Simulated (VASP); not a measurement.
# Bi (P6_3/mmc) in VASP: single point with r2SCAN

Aim: the single point of Bi with r2SCAN.

Everything below comes from runs of VASP 6.6.1. Logs are shortened: lines on timing, memory, paths and dates and some standing lists are left out, and cuts for length are marked.

## Step 1: The cell of the first run

Symmetry: P6_3/mmc, No. 194, hexagonal system. Conventional cell: a = 3.494 Å, b = 3.494 Å, c = 11.820 Å, α = 90.00°, β = 90.00°, γ = 120.00°. Bi (site symmetry -3m) has 12 Bi at 3.49 to 3.58 Å within 4.6 Å. Within 4.6 Å of Bi (site symmetry -6m2) lie 12 Bi at 3.49 to 3.58 Å.

## Step 2: Single point, r2SCAN

Contents of POSCAR:

```
Bi
1.0
    1.7467880023      3.0255255700      0.0000000000
   -1.7467880023      3.0255255700      0.0000000000
    0.0000000000      0.0000000000     11.8201822917
Bi
4
Direct
    0.0000000000      0.0000000000      0.0000000000
    0.0000000000      0.0000000000      0.5000000000
    0.3333333333      0.3333333333      0.7500000000
    0.6666666667      0.6666666667      0.2500000000
```

Contents of INCAR.step1:

```
PREC = Accurate
ENCUT = 520
ISMEAR = -1
SIGMA = 0.1
LREAL = F
LASPH = T
NELM = 80
NBANDS = 38
GGA = PE
ALGO = Normal
EDIFF = 1E-4
LWAVE = T
LCHARG = F
```

Contents of INCAR.step2:

```
PREC = Accurate
ENCUT = 520
EDIFF = 1E-6
ISMEAR = -1
SIGMA = 0.1
LREAL = F
LASPH = T
NELM = 80
ALGO = Normal
ISIF = 2
LWAVE = F
LCHARG = F
METAGGA = R2SCAN
LMIXTAU = T
NBANDS = 38
ISTART = 1
```

Contents of KPOINTS:

```
regular mesh
0
Gamma
  11 11 3
```

Potentials or basis: VASP PAW PBE potentials, release 64 (Bi_d).

On the command line:

```sh
$ cat potpaw_PBE.64/Bi_d/POTCAR > POTCAR
$ cp INCAR.step1 INCAR
$ mpirun -np 1 vasp_std > vasp.out
$ cp INCAR.step2 INCAR
$ mpirun -np 1 vasp_std > vasp.out
```

OUTCAR:

```text
PREC = Accurate
   ENCUT = 520
   EDIFF = 1E-6
   ISMEAR = -1
   LREAL = F
   LASPH = T
   NELM = 80
   ISIF = 2
   METAGGA = R2SCAN
   ISTART = 1

 ion  position               nearest neighbor table
   1  0.000  0.000  0.000-   3 3.58   4 3.58   4 3.58   4 3.58   3 3.58   3 3.58
   2  0.000  0.000  0.500-   3 3.58   4 3.58   4 3.58   4 3.58   3 3.58   3 3.58
   3  0.333  0.333  0.750-   1 3.58   2 3.58   1 3.58   2 3.58   1 3.58   2 3.58
   4  0.667  0.667  0.250-   1 3.58   2 3.58   1 3.58   2 3.58   1 3.58   2 3.58

  LATTYP: Found a hexagonal cell.
 ALAT       =     3.4935760046
 C/A-ratio  =     3.3834049342

  Lattice vectors:

 A1 = (   1.7467880023,  -3.0255255700,   0.0000000000)
 A2 = (   1.7467880023,   3.0255255700,   0.0000000000)
 A3 = (   0.0000000000,   0.0000000000,  11.8201822917)

Analysis of symmetry for initial positions (statically):
=====================================================================
 Subroutine PRICEL returns:
 Original cell was already a primitive cell.

 Routine SETGRP: Setting up the symmetry group for a
 hexagonal supercell.

 Subroutine GETGRP returns: Found 24 space group operations
 (whereof 12 operations were pure point group operations)
 out of a pool of 24 trial point group operations.

The static configuration has the point symmetry D_3d.
 The point group associated with its full space group is D_6h.

Analysis of symmetry for dynamics (positions and initial velocities):
=====================================================================
 Subroutine PRICEL returns:
 Original cell was already a primitive cell.

 Routine SETGRP: Setting up the symmetry group for a
 hexagonal supercell.

 Subroutine GETGRP returns: Found 24 space group operations
 (whereof 12 operations were pure point group operations)
 out of a pool of 24 trial point group operations.

The dynamic configuration has the point symmetry D_3d.
 The point group associated with its full space group is D_6h.

 Subroutine INISYM returns: Found 24 space group operations
 (whereof 12 operations are pure point group operations),
 and found     1 'primitive' translations

----------------------------------------------------------------------------------------
[... 86 lines left out ...]
   NGXF,Y,Z  is equivalent  to a cutoff of  26.65, 26.65, 25.32 a.u.
 SYSTEM =  unknown system
   PREC   = accura    normal or accurate (medium, high low for compatibility)
   ISTART =      1    job   : 0-new  1-cont  2-samecut
   ICHARG =      0    charge: 1-file 2-atom 10-const
   ISPIN  =      1    spin polarized calculation?
   LNONCOLLINEAR =      F non collinear calculations
   LSORBIT =      F    spin-orbit coupling
   LASPH  =      T    aspherical Exc in radial PAW
   ENCUT  =  520.0 eV  38.22 Ry    6.18 a.u.   6.50  6.50 21.98*2*pi/ulx,y,z
   NELM   =     80;   NELMIN=  2; NELMDL=  0     # of ELM steps
   EDIFF  = 0.1E-05   stopping-criterion for ELM
   LREAL  =      F    real-space projection
   EDIFFG = 0.1E-04   stopping-criterion for IOM
   NSW    =      0    number of steps for IOM
   IBRION =     -1    ionic relax: 0-MD 1-quasi-New 2-CG
   NFREE  =      0    steps in history (QN), initial steepest desc. (CG)
   ISIF   =      2    stress and relaxation
   ISYM   =      2    0-nonsym 1-usesym 2-fastsym
   POTIM  = 0.5000    time-step for ionic-motion
   TEBEG  =    0.0;   TEEND  =   0.0 temperature during run
   PSTRESS=    0.0 pullay stress
   NELECT =      60.0000    total number of electrons
   NUPDOWN=      -1.0000    fix difference up-down
   EMIN   =  10.00;   EMAX   =-10.00  energy-range for DOS
   EFERMI =   0.00;   METHOD = LEGACY
   ISMEAR =    -1;   SIGMA  =   0.10  broadening in eV -4-tet -1-fermi 0-gaus
   EFERMI_NEDOS =   21; number of points for ismear=-14 and -15
   IALGO  =     38    algorithm
   IMIX   =      4    mixing-type and parameters
     AMIX     =   0.40;   BMIX     =  1.00
     AMIX_MAG =   1.60;   BMIX_MAG =  1.00
  volume/ion in A,a.u.               =      31.23       210.78
  Fermi-wavevector in a.u.,A,eV,Ry     =   1.282016  2.422659 22.362067  1.643566
  Thomas-Fermi vector in A             =   2.414352
   LORBIT       =      0    0 simple, 1 ext, 2 COOP (PROOUT), +10 PAW based schemes
   METAGGA = R2SCAN    functional components
   LHFCALC =     F    Hartree Fock is set to
   AEXX    =    0.0000 exact exchange contribution
   IVDW    =     0    specifies the selected vdW correction
   LEPSILON=     F    determine dielectric tensor
   LRPA    =     F    only Hartree local field effects (RPA)
 non-spin polarized calculation
  energy-cutoff  :      520.00
  volume of cell :      124.94
 maximum number of plane-waves:      3410
 NGX is ok and might be reduce to    28
   NGX = 13   NGY = 13   NGZ = 43

 number of electron      59.9999999 magnetization

 Free energy of the ion-electron system (eV)
  ---------------------------------------------------
  ext. energy  EPLUGINS =         0.00000000
  ---------------------------------------------------
  free energy    TOTEN  =      -232.95976006 eV

  energy without entropy =     -232.87457948  energy(sigma->0) =     -232.91716977

 E-fermi :   7.8950     XC(G=0): -11.0740

 val. band max:        7.8851750050   @ k =   0.4545   0.1818   0.0000
 cond. band min:       7.9094534913   @ k =  -0.4545   0.0909   0.3333
 fundamental gap:      0.0242784863
 Fermi energy:         7.8949563847

 k-point     1 :       0.0000    0.0000    0.0000
  band No.  band energies     occupation
      1     -15.9487      2.00000
      2     -15.9438      2.00000
      3     -15.9389      2.00000
      4     -15.9389      2.00000
      5     -15.9368      2.00000
      6     -15.9368      2.00000
[... 973 lines left out ...]
     37      15.4398      0.00000
     38      15.5687      0.00000

 [... further k-points ...]
[... 5 lines left out ...]
  --------------------------------------------------------------------------------------
  -------------------------------------------------------------------------------------
  Total       -0.0370303     -0.0370303     -0.0394357      0.0000000      0.0000000      0.0000000
  in kB       -0.4748682     -0.4748682     -0.5057138      0.0000000      0.0000000      0.0000000
  external PRESSURE =      -0.4851501 kB  Pullay stress =       0.0000000 kB

 VOLUME and BASIS-vectors are now :
 -----------------------------------------------------------------------------
  energy-cutoff  :      520.00
  volume of cell :      124.94
      direct lattice vectors                 reciprocal lattice vectors
     1.746788002  3.025525570  0.000000000     0.286239658  0.165260543  0.000000000
    -1.746788002  3.025525570  0.000000000    -0.286239658  0.165260543  0.000000000
     0.000000000  0.000000000 11.820182292     0.000000000  0.000000000  0.084601064

 POSITION                                       TOTAL-FORCE (eV/Angst)
 -----------------------------------------------------------------------------------
      0.00000      0.00000      0.00000         0.000000      0.000000      0.000000
      0.00000      0.00000      5.91009         0.000000      0.000000      0.000000
      0.00000      2.01702      8.86514         0.000000     -0.000000      0.000000
      0.00000      4.03403      2.95505        -0.000000      0.000000     -0.000000
 -----------------------------------------------------------------------------------
    total drift:                                0.000000     -0.000000      0.000000

  FREE ENERGIE OF THE ION-ELECTRON SYSTEM (eV)
  ---------------------------------------------------
  free  energy   TOTEN  =      -232.9597600608 eV

  energy  without entropy=     -232.8745794783  energy(sigma->0) =     -232.91716977
```

OUTCAR.step1:

```text
PREC = Accurate
   ENCUT = 520
   ISMEAR = -1
   LREAL = F
   LASPH = T
[... 1214 lines left out ...]
      0.00000      0.00000      0.00000         0.000000      0.000000      0.000000
      0.00000      0.00000      5.91009         0.000000      0.000000      0.000000
      0.00000      2.01702      8.86514        -0.000000     -0.000000     -0.000000
      0.00000      4.03403      2.95505        -0.000000      0.000000     -0.000000
 -----------------------------------------------------------------------------------
    total drift:                                0.000000     -0.000000      0.000000

  FREE ENERGIE OF THE ION-ELECTRON SYSTEM (eV)
  ---------------------------------------------------
  free  energy   TOTEN  =       -14.9648666354 eV

  energy  without entropy=      -14.8751817379  energy(sigma->0) =      -14.92002419
```

Run time: 4.9 min. Hardware: 1 thread of Intel Xeon Platinum 8488C (Sapphire Rapids), shared host; peak memory 0.33 GiB.

Results:

| Property | Result |
| --- | --- |
| Free energy | -232.9598 eV |
| Pressure | 0.0 GPa |
| Band gap on the k mesh | zero (band 30 reaches 12.42 eV, above the bottom of band 31 at 5.77 eV) |

Caveat: the PAW data sets were made with another functional, which shifts forces and pressure a little; spin-orbit coupling is left out, which moves the levels of the heavy elements.
